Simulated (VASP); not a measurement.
## Ga: single point with PBEsol

Ga:

```
CELL_PARAMETERS angstrom
-1.39464 1.39464 2.22900
1.39464 -1.39464 2.22900
1.39464 1.39464 -2.22900
ATOMIC_POSITIONS crystal
Ga 0.00000 0.00000 0.00000
```

```json
{
 "Program": "VASP 6.6.1",
 "Task": "single point",
 "Functional": "PBEsol",
 "Potentials or basis": "VASP PAW PBE potentials, release 64 (Ga_d)",
 "Cutoff": "520 eV",
 "k mesh": "17 × 17 × 17",
 "Occupations": "fermi-dirac, width 0.1 eV",
 "Spin": "no spin polarisation",
 "Dipole correction": "no",
 "Further INCAR settings": "ALGO = Normal; EDIFF = 1e-06; NBANDS = 12"
}
```

```json
{
  "Pressure": "1.4 GPa",
  "Band gap on the k mesh": "zero (an odd number of electrons rules out a gap without spin polarisation)"
}
```

Stress tensor (GPa, compression positive):
```
1.48 0.00 0.00
0.00 1.48 0.00
0.00 0.00 1.32
```

Levels at points of the mesh, in eV from the Fermi level:
```
           k point  band 2  band 3  band 4  band 5  band 6  band 7  band 8  band 9  band 10  band 11
(0.00, 0.00, 0.00)  -14.90  -14.90  -14.88  -14.73  -11.74   13.15   13.15   13.18    16.51    16.58
```

Wall time 85 s on 1 thread of Intel Xeon 8259CL, with other jobs on the host, peak memory 0.2 GiB.

Caveat: the PAW data sets were made with another functional, which shifts forces and pressure a little.
